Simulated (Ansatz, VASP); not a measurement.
RbP2N2 in VASP and in Ansatz

```
Rb P N
1.0
     4.34086   -0.40983    0.05341
    -0.70710    4.31049    0.08353
    -0.80392   -0.88043    5.96693
Rb P N
1 2 2
Direct
  0.76842 0.12704 0.56945
  0.16797 0.92254 0.06713
  0.56517 0.52484 0.06712
  0.33604 0.19396 0.91174
  0.83626 0.69371 0.91157
```

Alike in both runs: functional PBE; k mesh 6 × 4 × 4; occupations gaussian, width 0.1 eV; no spin polarisation.

Ansatz relaxed the structure, and its values are those at the end. VASP's run is a single point on that final structure, the one shown.

|  | VASP | Ansatz |
| --- | --- | --- |
| version | VASP 6.6.1 | Ansatz 0.2.0 |
| potentials or method | VASP PAW PBE potentials, release 64 (Rb_sv, P, N), cutoff 520 eV | scalar-relativistic, plane waves, PAW |
| valence electrons in the cell | 29 | 29 |

```csv
,VASP,Ansatz,Ansatz less VASP
gap on the k mesh at the Fermi level (eV),none,none,-
pressure (GPa),-0.3,0.0,+0.27
rms of the force components (eV/Å),0.072,0.012,-0.0598
```

A gap of «none» marks a metal or a gap that the smearing closes.

The k mesh is coarse, so the values compare programs but aren't converged.
